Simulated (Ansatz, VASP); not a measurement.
# InP: VASP beside Ansatz

```xyz
2
Lattice="0.0000 2.6068 3.1282 2.6068 0.0000 3.1282 2.6068 2.6068 0.0000" Properties=species:S:1:pos:R:3 pbc="T T T"
In    0.0000    0.0000    0.0000
P     2.6068    2.6068    3.1282
```

Alike in both runs: task single point; functional PBE; k mesh 20 × 20 × 20; occupations gaussian, width 0.15 eV; no spin polarisation.

|  | VASP | Ansatz |
| --- | --- | --- |
| version | VASP 6.6.1 | Ansatz 0.2.0 |
| potentials or method | VASP PAW PBE potentials, release 64 (In_d, P), cutoff 520 eV | scalar-relativistic, plane waves, PAW |
| valence electrons in the cell | 18 | 18 |

|  | VASP | Ansatz | Ansatz less VASP |
| --- | --- | --- | --- |
| gap on the k mesh at the Fermi level (eV) | none | none | - |
| pressure (GPa) | 4.3 | 4.4 | +0.06 |
| traceless stress, the component that is largest in VASP (GPa) | -9.92 | -9.96 | -0.037 |

A gap of «none» marks a metal or a gap that the smearing closes.
